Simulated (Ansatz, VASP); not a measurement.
## One calculation of MgS, two programs

```
CELL_PARAMETERS angstrom
0.00000 2.46208 2.60152
2.46208 0.00000 2.60152
2.46208 2.46208 0.00000
ATOMIC_POSITIONS crystal
Mg 0.00000 0.00000 0.00000
S 0.50000 0.50000 0.50000
```

Change from the starting cell: biaxial_xy strain -5.4%.

Alike in both runs: task single point; functional HSE06; k mesh 6 × 6 × 6; no spin polarisation.

|  | VASP | Ansatz |
| --- | --- | --- |
| version | VASP 6.6.1 | Ansatz 0.2.0 |
| potentials or method | VASP PAW PBE potentials, release 64 (Mg, S) | plane waves, PAW |
| plane-wave cutoff (eV) | 520 | 420 |
| occupations | gaussian, width 0.01 eV | fixed |
| valence electrons in the cell | 8 | 16 |

VASP gave:

```
gap on the k mesh at the Fermi level (eV)                     : 3.77
pressure (GPa)                                                : 10.7
traceless stress, the component that is largest in VASP (GPa) : -6.29
```

Which values does Ansatz return?

gap on the k mesh at the Fermi level (eV): 3.82; pressure (GPa): 11.1; traceless stress, the component that is largest in VASP (GPa): -6.31.

VASP's potentials hold 8 valence electrons a cell and Ansatz's 16, so a difference there can come from the potentials and not from the codes. Ansatz's warnings: stress exchange threshold loose, stress scf threshold loose.
